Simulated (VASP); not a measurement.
A run of VASP 6.6.1 is set up as follows.

INCAR

```
PREC = Accurate
ENCUT = 600
EDIFF = 1E-7
ISMEAR = 0
SIGMA = 0.1
LREAL = False
LASPH = True
NELM = 100
ALGO = Fast
ISIF = 3
LWAVE = False
LCHARG = False
GGA = PE
IBRION = 2
NSW = 90
EDIFFG = -0.04
```

File KPOINTS:

```
Automatic mesh
0
Gamma
  4 4 6
```

Contents of POSCAR:

```
Cs2CdSi
1.0
    7.1322388092      0.0000000000      0.0000000000
    0.0000000000      7.1322388092      0.0000000000
    0.0000000000      0.0000000000      3.5703483760
Cs Cd Si
2 1 1
Direct
    0.0000000000      0.5000000000      0.5000000000
    0.5000000000      0.0000000000      0.5000000000
    0.5000000000      0.5000000000      0.5000000000
    0.0000000000      0.0000000000      0.0000000000
```

Potentials or basis: VASP PAW PBE potentials, release 64 (Cs_sv, Cd, Si).

The run is started by

```bash
$ cat potpaw_PBE.64/Cs_sv/POTCAR potpaw_PBE.64/Cd/POTCAR potpaw_PBE.64/Si/POTCAR > POTCAR
$ mpirun -np 1 vasp_std > vasp.out
```

What does it give for the band gap on the k mesh?

Zero (bands 17 and 18 overlap by 0.28 eV).

Predict the space group after relaxing (to 0.1 Å).

P4/mmm (No. 123).

Final structure:
```cif
data_structure
_symmetry_space_group_name_H-M 'P 1'
_symmetry_Int_Tables_number 1
_cell_length_a 7.1742
_cell_length_b 7.1742
_cell_length_c 3.6192
_cell_angle_alpha 90.000
_cell_angle_beta 90.000
_cell_angle_gamma 90.000
_cell_volume 186.28
loop_
_atom_site_label
_atom_site_type_symbol
_atom_site_fract_x
_atom_site_fract_y
_atom_site_fract_z
_atom_site_occupancy
Cs1 Cs 0.00000 0.50000 0.50000 1
Cs2 Cs 0.50000 0.00000 0.50000 1
Cd1 Cd 0.50000 0.50000 0.50000 1
Si1 Si 0.00000 0.00000 0.00000 1
```

Caveat: spin-orbit coupling is left out, which moves the levels of the heavy elements.
